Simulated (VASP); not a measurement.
# HgH3 (P6/mmm) in VASP: a series of runs, part 2 of 2

VASP 6.6.1. The steps go on from the part before.

**3. Single point, PBE**

Contents of INCAR:

```
SYSTEM = HgH3
PREC = Accurate ; ENCUT = 550
EDIFF = 1E-6 ; ISMEAR = 0
SIGMA = 0.1 ; LREAL = .False.
LASPH = .True. ; NELM = 120
ALGO = Normal ; ISIF = 2
LWAVE = .False. ; LCHARG = .False.
GGA = PE ; NBANDS = 20
GGA_COMPAT = .False.
```

Contents of KPOINTS:

```
regular mesh
0
Gamma
  6 6 6
  0 0 0
```

Contents of POSCAR:

```
HgH3
1.0
    3.7208735160      0.0000000000      0.0000000000
   -1.8604367580      3.2223709891      0.0000000000
    0.0000000000      0.0000000000      3.7076072543
Hg H
1 3
Direct
    0.0000000000      0.0000000000      0.0000000000
    0.3333333333      0.6666666667      0.0000000000
    0.6666666667      0.3333333333      0.0000000000
    0.0000000000      0.0000000000      0.5000000000
```

Potentials or basis: VASP PAW PBE potentials, release 64 (Hg_sv_GW, H).

Run with:

```console
> cat potpaw_PBE.64/Hg_sv_GW/POTCAR potpaw_PBE.64/H/POTCAR > POTCAR
> mpirun -np 1 vasp_std > vasp.out
```

OUTCAR:

```text
SYSTEM = HgH3
   PREC = Accurate
   ENCUT = 550
   EDIFF = 1E-6
   ISMEAR = 0
   LREAL = .False.
   LASPH = .True.
   NELM = 120
   ISIF = 2
   GGA = PE

 ion  position               nearest neighbor table
   1  0.000  0.000  0.000-   4 1.85   4 1.85
   2  0.333  0.667  0.000-
   3  0.667  0.333  0.000-
   4  0.000  0.000  0.500-   1 1.85   1 1.85

  LATTYP: Found a hexagonal cell.
 ALAT       =     3.7208735160
 C/A-ratio  =     0.9964346378

  Lattice vectors:

 A1 = (   3.7208735160,   0.0000000000,   0.0000000000)
 A2 = (  -1.8604367580,   3.2223709891,   0.0000000000)
 A3 = (   0.0000000000,   0.0000000000,   3.7076072543)

Analysis of symmetry for initial positions (statically):
=====================================================================
 Subroutine PRICEL returns:
 Original cell was already a primitive cell.

 Routine SETGRP: Setting up the symmetry group for a
 hexagonal supercell.

 Subroutine GETGRP returns: Found 24 space group operations
 (whereof 24 operations were pure point group operations)
 out of a pool of 24 trial point group operations.

The static configuration has the point symmetry D_6h.

Analysis of symmetry for dynamics (positions and initial velocities):
=====================================================================
 Subroutine PRICEL returns:
 Original cell was already a primitive cell.

 Routine SETGRP: Setting up the symmetry group for a
 hexagonal supercell.

 Subroutine GETGRP returns: Found 24 space group operations
 (whereof 24 operations were pure point group operations)
 out of a pool of 24 trial point group operations.

The dynamic configuration has the point symmetry D_6h.

 Subroutine INISYM returns: Found 24 space group operations
 (whereof 24 operations are pure point group operations),
 and found     1 'primitive' translations

----------------------------------------------------------------------------------------

                                     Primitive cell

  volume of cell :      44.4543

  direct lattice vectors                    reciprocal lattice vectors
     3.720873516  0.000000000  0.000000000     0.268754097  0.155165250  0.000000000
    -1.860436758  3.222370989  0.000000000     0.000000000  0.310330500  0.000000000
     0.000000000  0.000000000  3.707607254     0.000000000  0.000000000  0.269715731

  length of vectors
     3.720873516  3.720873516  3.707607254     0.310330500  0.310330500  0.269715731

  position of ions in fractional coordinates (direct lattice)
     0.000000000  0.000000000  0.000000000
     0.333333333  0.666666667  0.000000000
     0.666666667  0.333333333  0.000000000
     0.000000000  0.000000000  0.500000000

  ion indices of the primitive-cell ions
   primitive index   ion index
                 1           1
                 2           2
                 3           3
                 4           4

----------------------------------------------------------------------------------------

 KPOINTS: regular mesh

Automatic generation of k-mesh.
 Grid dimensions read from file:
 generate k-points for:    6    6    6

 Generating k-lattice:

  Cartesian coordinates                     Fractional coordinates (reciprocal lattice)
     0.044792349  0.025860875  0.000000000     0.166666667  0.000000000  0.000000000
     0.000000000  0.051721750  0.000000000     0.000000000  0.166666667  0.000000000
     0.000000000  0.000000000  0.044952622     0.000000000  0.000000000  0.166666667

  Length of vectors
     0.051721750  0.051721750  0.044952622

  Shift w.r.t. Gamma in fractional coordinates (k-lattice)
     0.000000000  0.000000000  0.000000000

 Subroutine IBZKPT returns following result:
 ===========================================

 Found     28 irreducible k-points:

 Following reciprocal coordinates:
            Coordinates               Weight
  0.000000  0.000000  0.000000      1.000000
  0.166667  0.000000  0.000000      6.000000
  0.333333 -0.000000  0.000000      6.000000
  0.500000  0.000000  0.000000      3.000000
  0.166667  0.166667  0.000000      6.000000
  0.333333  0.166667  0.000000     12.000000
[... 16 lines left out ...]
  0.166667  0.000000  0.500000      6.000000
  0.333333 -0.000000  0.500000      6.000000
 [... further k-points ...]
   k-points           NKPTS =     28   k-points in BZ     NKDIM =     28   number of bands    NBANDS=     20
   number of dos      NEDOS =    301   number of ions     NIONS =      4
   total plane-waves  NPLWV =  21952
   dimension x,y,z NGX =    28 NGY =   28 NGZ =   28
   dimension x,y,z NGXF=    56 NGYF=   56 NGZF=   56
   ions per type =               1   3
   NGX,Y,Z   is equivalent  to a cutoff of  12.51, 12.51, 12.55 a.u.
   NGXF,Y,Z  is equivalent  to a cutoff of  25.02, 25.02, 25.11 a.u.
 SYSTEM =  HgH3
   PREC   = accura    normal or accurate (medium, high low for compatibility)
   ISTART =      0    job   : 0-new  1-cont  2-samecut
   ICHARG =      2    charge: 1-file 2-atom 10-const
   ISPIN  =      1    spin polarized calculation?
   LNONCOLLINEAR =      F non collinear calculations
   LSORBIT =      F    spin-orbit coupling
   LASPH  =      T    aspherical Exc in radial PAW
   ENCUT  =  550.0 eV  40.42 Ry    6.36 a.u.   7.12  7.12  7.09*2*pi/ulx,y,z
   NELM   =    120;   NELMIN=  2; NELMDL= -5     # of ELM steps
   EDIFF  = 0.1E-05   stopping-criterion for ELM
   LREAL  =      F    real-space projection
   EDIFFG = 0.1E-04   stopping-criterion for IOM
   NSW    =      0    number of steps for IOM
   IBRION =     -1    ionic relax: 0-MD 1-quasi-New 2-CG
   NFREE  =      0    steps in history (QN), initial steepest desc. (CG)
   ISIF   =      2    stress and relaxation
   ISYM   =      2    0-nonsym 1-usesym 2-fastsym
   POTIM  = 0.5000    time-step for ionic-motion
   TEBEG  =    0.0;   TEEND  =   0.0 temperature during run
   PSTRESS=    0.0 pullay stress
   NELECT =      23.0000    total number of electrons
   NUPDOWN=      -1.0000    fix difference up-down
   EMIN   =  10.00;   EMAX   =-10.00  energy-range for DOS
   EFERMI =   0.00;   METHOD = LEGACY
   ISMEAR =     0;   SIGMA  =   0.10  broadening in eV -4-tet -1-fermi 0-gaus
   EFERMI_NEDOS =   21; number of points for ismear=-14 and -15
   IALGO  =     38    algorithm
   IMIX   =      4    mixing-type and parameters
     AMIX     =   0.40;   BMIX     =  1.00
     AMIX_MAG =   1.60;   BMIX_MAG =  1.00
  volume/ion in A,a.u.               =      11.11        75.00
  Fermi-wavevector in a.u.,A,eV,Ry     =   1.314254  2.483580 23.500856  1.727264
  Thomas-Fermi vector in A             =   2.444520
   LORBIT       =      0    0 simple, 1 ext, 2 COOP (PROOUT), +10 PAW based schemes
   GGA     = PE    functional components
   LHFCALC =     F    Hartree Fock is set to
   AEXX    =    0.0000 exact exchange contribution
   IVDW    =     0    specifies the selected vdW correction
   LEPSILON=     F    determine dielectric tensor
   LRPA    =     F    only Hartree local field effects (RPA)
 non-spin polarized calculation
 Gauss-broadening in eV      SIGMA  =   0.10
  energy-cutoff  :      550.00
  volume of cell :       44.45
 maximum number of plane-waves:      1317
   NGX = 15   NGY = 15   NGZ = 15

 number of electron      23.0000009 magnetization

 Free energy of the ion-electron system (eV)
  ---------------------------------------------------
  ext. energy  EPLUGINS =         0.00000000
  ---------------------------------------------------
  free energy    TOTEN  =        -7.25030954 eV

  energy without entropy =       -7.24400180  energy(sigma->0) =       -7.24715567

 E-fermi :   2.4006     XC(G=0):  -9.2964

 val. band max:        2.3790451646   @ k =   0.1667   0.0000   0.1667
 cond. band min:       2.4027416073   @ k =   0.1667   0.1667   0.0000
 fundamental gap:      0.0236964427
 Fermi energy:         2.4006259028

 k-point     1 :       0.0000    0.0000    0.0000
  band No.  band energies     occupation
      1    -113.0647      2.00000
      2     -61.4037      2.00000
      3     -61.3790      2.00000
      4     -61.3790      2.00000
      5      -7.4921      2.00000
      6      -6.7320      2.00000
[... 12 lines left out ...]
     19      14.6758      0.00000
[... 513 lines left out ...]
      4     -61.3794      2.00000
      5      -5.9799      2.00000
      6      -5.0588      2.00000
[... 12 lines left out ...]
     19      18.2294      0.00000
     20      20.2581      0.00000

 [... further k-points ...]

------------------------ aborting loop because EDIFF is reached ----------------------------------------

  FORCE on cell =-STRESS in cart. coord.  units (eV):
  Direction    XX          YY          ZZ          XY          YZ          ZX
  --------------------------------------------------------------------------------------
  -------------------------------------------------------------------------------------
  Total       -0.1590908     -0.1590908      0.0043061      0.0000000      0.0000000     -0.0000000
  in kB       -5.7337851     -5.7337851      0.1551956      0.0000000      0.0000000     -0.0000000
  external PRESSURE =      -3.7707915 kB  Pullay stress =       0.0000000 kB

 VOLUME and BASIS-vectors are now :
 -----------------------------------------------------------------------------
  energy-cutoff  :      550.00
  volume of cell :       44.45
      direct lattice vectors                 reciprocal lattice vectors
     3.720873516  0.000000000  0.000000000     0.268754097  0.155165250  0.000000000
    -1.860436758  3.222370989  0.000000000     0.000000000  0.310330500  0.000000000
     0.000000000  0.000000000  3.707607254     0.000000000  0.000000000  0.269715731

 POSITION                                       TOTAL-FORCE (eV/Angst)
 -----------------------------------------------------------------------------------
      0.00000      0.00000      0.00000        -0.000000      0.000000      0.000000
     -0.00000      2.14825      0.00000         0.000000     -0.000000      0.000000
      1.86044      1.07412      0.00000        -0.000000      0.000000      0.000000
      0.00000      0.00000      1.85380        -0.000000      0.000000      0.000000
 -----------------------------------------------------------------------------------
    total drift:                               -0.000000      0.000000     -0.000000

  FREE ENERGIE OF THE ION-ELECTRON SYSTEM (eV)
  ---------------------------------------------------
  free  energy   TOTEN  =        -7.2503095422 eV

  energy  without entropy=       -7.2440017995  energy(sigma->0) =       -7.24715567
```

Wall time 19 s (1 thread of Intel Xeon Platinum 8375C at 2.90GHz (Ice Lake), shared host); peak memory 0.18 GiB.

What came out:

| Property | Result |
| --- | --- |
| Free energy | -7.2503 eV |
| Pressure | -0.4 GPa |
| Band gap on the k mesh | zero (an odd number of electrons rules out a gap without spin polarisation) |

Caveat: spin-orbit coupling is left out, which moves the levels of the heavy elements.

**4. Single point, PBE**

This run uses another cell than the first one, of 11.05 Å³/atom.

Contents of INCAR:

```
  ALGO = Normal
  EDIFF = 1E-6
  ENCUT = 550
  GGA = PE
  GGA_COMPAT = False
  ISIF = 2
  ISMEAR = 0
  LASPH = True
  LCHARG = False
  LREAL = False
  LWAVE = False
  NBANDS = 20
  NELM = 120
  PREC = Accurate
  SIGMA = 0.1
```

Contents of KPOINTS:

```
k-points
0
Gamma
  12 12 12
```

Contents of POSCAR:

```
HgH3
1.0
    3.7079524500      0.0000000000      0.0000000000
   -1.8539762250      3.2111810178      0.0000000000
    0.0000000000      0.0000000000      3.7108567430
Hg H
1 3
Direct
    0.0000000000      0.0000000000      0.0000000000
    0.3333333333      0.6666666667      0.0000000000
    0.6666666667      0.3333333333      0.0000000000
    0.0000000000      0.0000000000      0.5000000000
```

Run with:

```console
> cat potpaw_PBE.64/Hg_sv_GW/POTCAR potpaw_PBE.64/H/POTCAR > POTCAR
> mpirun -np 1 vasp_std > vasp.out
```

Wall time 79 s (1 thread of Intel Xeon Platinum 8375C at 2.90GHz (Ice Lake), shared host); peak memory 0.27 GiB.

It converged, with:

| Property | Result |
| --- | --- |
| Free energy | -7.2781 eV |
| Pressure | -0.2 GPa |
| Band gap on the k mesh | zero (an odd number of electrons rules out a gap without spin polarisation) |

Stress tensor (GPa, compression positive):
```
-0.26  0.00  0.00
 0.00 -0.26  0.00
 0.00  0.00 -0.18
```

Levels at points of the mesh, in eV from the Fermi level:
```
           k point  band 7  band 8  band 9  band 10  band 11  band 12  band 13  band 14  band 15  band 16
(0.00, 0.00, 0.00)   -7.38   -7.38   -6.89    -6.89     0.52     2.21     4.58     7.55     7.55     9.21
(0.50, 0.00, 0.00)   -7.14   -6.95   -6.86    -5.57    -5.03     1.53     4.32     7.24     7.46     7.49
(0.00, 0.00, 0.50)   -7.36   -7.06   -7.06    -6.28    -4.94     0.69     6.05     7.49     9.47     9.47
(0.50, 0.00, 0.50)   -7.13   -7.04   -6.85    -5.08    -3.97    -3.18     2.83     5.08     5.71     8.11
```

Caveat: spin-orbit coupling is left out, which moves the levels of the heavy elements.

**5. The runs side by side**

| cell | k mesh | gap on the mesh (eV) | pressure (GPa) |
| --- | --- | --- | --- |
| a = 3.721, b = 3.721, c = 3.708 Å, angles 90.0, 90.0, 120.0°, 4 atoms | 6 × 6 × 4 | none | -0.3 |
| a = 3.721, b = 3.721, c = 3.708 Å, angles 90.0, 90.0, 120.0°, 4 atoms | 6 × 6 × 6 | none | -0.4 |
| a = 3.708, b = 3.708, c = 3.711 Å, angles 90.0, 90.0, 120.0°, 4 atoms | 12 × 12 × 12 | none | -0.2 |

Alike in all rows: task single point; level PBE; potentials or basis VASP PAW PBE potentials, release 64 (Hg_sv_GW, H); no spin polarisation; cutoff (eV) 550; smearing gaussian 0.1 eV.

Caveats: some runs use coarse meshes; spin-orbit coupling is left out, which moves the levels of the heavy elements.

Total energies depend on the potentials used, so only differences within one code and one set of settings carry meaning.

The gap in the log of VASP goes by the Fermi energy; the results here count the filled bands.